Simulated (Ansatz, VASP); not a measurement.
# Two plane-wave programs on Ti

INCAR

```
PREC = Accurate
ENCUT = 520
EDIFF = 1E-6
ISMEAR = -1
SIGMA = 0.1
LREAL = F
LASPH = T
NELM = 60
ALGO = Normal
ISIF = 2
LWAVE = F
LCHARG = F
GGA = PS
NBANDS = 32
```

The input KPOINTS:

```
Automatic mesh
0
Gamma
  14 14 4
```

The input POSCAR:

```
Ti
1.0
    2.7745237779      0.0000000000      0.0000000000
   -1.3872618889      2.4028080751      0.0000000000
    0.0000000000      0.0000000000      8.8785677280
Ti
4
Direct
    0.0000000000      1.0000000000      0.0000000000
    0.0000000000      1.0000000000      0.5000000000
    0.3333333333      0.6666666667      0.2500000000
    0.6666666667      0.3333333333      0.7500000000
```

Input for Ansatz:

```yaml
crystal:
  lattice:
    - [2.7745237779, 0.0, 0.0]
    - [-1.3872618889, 2.4028080751, 0.0]
    - [0.0, 0.0, 8.878567728]
  atoms:
    - { symbol: Ti, position: [0.0, 1.0, 0.0] }
    - { symbol: Ti, position: [0.0, 1.0, 0.5] }
    - { symbol: Ti, position: [0.3333333333, 0.6666666667, 0.25] }
    - { symbol: Ti, position: [0.6666666667, 0.3333333333, 0.75] }
hamiltonian:
  xc: pbesol
  pseudopotentials:
    kind: paw
    azcp:
      Ti: "pseudopotentials/Ti.paw.azcp"
basis:
  ecutwfc: 420
  fft_grid_basis: typed
kpoints:
  mp_grid: { grid: [14, 14, 4], shift: [0, 0, 0] }
magnetization:
  spin_polarized: false
scf:
  occupations: { method: fermi_dirac, width: 0.1 }
  lower_state_search: "off"
output:
  stress: true
```

Alike in both runs: task single point; functional PBEsol; k mesh 14 × 14 × 4; occupations fermi-dirac, width 0.1 eV; no spin polarisation.

|  | VASP | Ansatz |
| --- | --- | --- |
| version | VASP 6.6.1 | Ansatz 0.2.0 |
| potentials or method | VASP PAW PBE potentials, release 64 (Ti_sv), cutoff 520 eV | plane waves (420 eV) with PAW, scalar-relativistic |
| valence electrons in the cell | 48 | 48 |

|  | VASP | Ansatz | Ansatz less VASP |
| --- | --- | --- | --- |
| pressure (GPa) | 17.9 | 18.5 | +0.59 |
| traceless stress, the component that is largest in VASP (GPa) | 0.38 | 0.36 | -0.020 |

VASP's potentials were made for PBE, not for PBEsol, and Ansatz warns of the same on its side.
